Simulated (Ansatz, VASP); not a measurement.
## One calculation of HfC, two programs

INCAR

```
PREC     = Accurate       # precision mode
ENCUT    = 520            # plane-wave cutoff, eV
EDIFF    = 1E-6           # SCF threshold, eV
ISMEAR   = -1             # smearing method
SIGMA    = 0.05           # smearing width, eV
LREAL    = False          # projectors in reciprocal space
LASPH    = True           # aspherical terms in the spheres
NELM     = 80             # most SCF steps
ALGO     = Normal         # electronic algorithm
ISIF     = 2              # what is computed and relaxed
LWAVE    = False          # write WAVECAR
LCHARG   = False          # write CHGCAR
GGA      = PS             # functional
NBANDS   = 14             # bands
```

Contents of KPOINTS:

```
Automatic mesh
0
Gamma
  15 15 15
```

POSCAR

```
HfC
1.0
    0.0465000000      2.3482500000      2.3482500000
    2.3482500000      0.0465000000      2.3482500000
    2.3482500000      2.3482500000      0.0465000000
Hf C
1 1
Direct
    0.5000000000      0.5000000000      0.5000000000
    0.0000000000      0.0000000000      0.0000000000
```

Input for Ansatz:

```yaml
crystal:
  lattice:
    - [0.0465, 2.34825, 2.34825]
    - [2.34825, 0.0465, 2.34825]
    - [2.34825, 2.34825, 0.0465]
  atoms:
    - { symbol: Hf, position: [0.5, 0.5, 0.5] }
    - { symbol: C, position: [0.0, 0.0, 0.0] }
kpoints:
  mp_grid: { grid: [15, 15, 15] }
  band_path:
    path:
      - [0.0, 0.0, 0.0]
      - [0.5, 0.5, 0.5]
      - [0.2451701269, 0.5, 0.7548298731]
      - [-0.2451701269, 0.2451701269, 0.5]
      - [0.0, 0.0, 0.5]
      - [0.0, 0.0, 0.0]
      - [-0.3725850634, 0.0, 0.3725850634]
      - [0.0, 0.3725850634, 0.6274149366]
      - [0.0, 0.5, 0.5]
    npoints: 5
scf:
  occupations: { method: fermi_dirac, width: 0.05 }
hamiltonian:
  xc: pbesol
  pseudopotentials: { kind: all_electron, lapw: { basis_error: 0.001 } }
output:
  forces: true
  stress: true
  eigenvalues: true
```

Change from the starting cell: equal xy, yz and zx shear strains of +2 %.

Alike in both runs: task single point; functional PBEsol; k mesh 15 × 15 × 15; occupations fermi-dirac, width 0.05 eV; no spin polarisation.

```csv
,VASP,Ansatz
version,VASP 6.6.1,Ansatz 0.2.0
potentials or method,"VASP PAW PBE potentials, release 64 (Hf_pv, C), cutoff 520 eV","all-electron LAPW, scalar-relativistic"
```

```tsv
	VASP	Ansatz	Ansatz less VASP
pressure (GPa)	-6.9	-6.4	+0.50
traceless stress, the component that is largest in VASP (GPa)	-3.44	-3.43	+0.006
```

VASP's potentials were made for PBE, not for PBEsol. Ansatz ran all-electron here, and VASP with PAW potentials.

Neither program's run includes spin-orbit coupling.
